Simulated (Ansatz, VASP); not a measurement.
## TaGa2 in VASP and in Ansatz

INCAR

```
PREC     = Accurate       # precision mode
ENCUT    = 600            # plane-wave cutoff, eV
EDIFF    = 1E-6           # SCF threshold, eV
ISMEAR   = 0              # smearing method
SIGMA    = 0.1            # smearing width, eV
LREAL    = False          # projectors in reciprocal space
LASPH    = True           # aspherical terms in the spheres
NELM     = 60             # most SCF steps
ALGO     = Fast           # electronic algorithm
ISIF     = 3              # what is computed and relaxed
LWAVE    = False          # write WAVECAR
LCHARG   = False          # write CHGCAR
GGA      = PE             # functional
IBRION   = 2              # ionic algorithm
NSW      = 100            # ionic steps
EDIFFG   = -0.01          # ionic threshold
```

Contents of KPOINTS:

```
Automatic mesh
0
Gamma
  12 12 12
```

Contents of POSCAR:

```
TaGa2
1.0
    3.9073987151      0.0000000000      0.0000000000
    0.0000000000      3.9073987151      0.0000000000
    0.0000000000      0.0000000000      3.7099602845
Ta Ga
1 2
Direct
    0.5000000000      0.5000000000      0.0000000000
    0.0000000000      0.5000000000      0.5000000000
    0.5000000000      0.0000000000      0.5000000000
```

Input for Ansatz:

```yaml
crystal:
  lattice:
    - [3.9073987151, 0.0, 0.0]
    - [0.0, 3.9073987151, 0.0]
    - [0.0, 0.0, 3.7099602845]
  atoms:
    - { symbol: Ta, position: [0.5, 0.5, 0.0] }
    - { symbol: Ga, position: [0.0, 0.5, 0.5] }
    - { symbol: Ga, position: [0.5, 0.0, 0.5] }
basis:
  ecutwfc: 420
kpoints:
  mp_grid: { grid: [12, 12, 12] }
hamiltonian:
  xc: pbe
scf:
  occupations: { method: gaussian, width: 0.1 }
output:
  forces: true
  stress: true
  eigenvalues: true
relax:
  adjacent_minimum: "off"
  f_tol: 0.01
  max_steps: 80
  cell: { stress_tol: 0.05 }
```

Alike in both runs: task relaxation of cell and atoms; functional PBE; k mesh 12 × 12 × 12; occupations gaussian, width 0.1 eV; no spin polarisation.

|  | VASP | Ansatz |
| --- | --- | --- |
| version | VASP 6.6.1 | Ansatz 0.2.0 |
| potentials or method | VASP PAW PBE potentials, release 64 (Ta_pv, Ga_d), cutoff 600 eV | scalar-relativistic, plane waves, PAW |
| valence electrons in the cell | 37 | 39 |

```csv
,VASP,Ansatz,Ansatz less VASP
"gap on the k mesh at the Fermi level, each at its own relaxed structure (eV)",none,none,-
relaxed volume (Å³/atom),18.87,18.84,-0.031
relaxed cell length with the largest relative difference (Å),3.904,3.902,-0.0025
```

A gap of «none» marks a metal or a gap that the smearing closes. VASP's potentials hold 37 valence electrons a cell and Ansatz's 39, so a difference there can come from the potentials and not from the codes.

Neither program's run includes spin-orbit coupling.
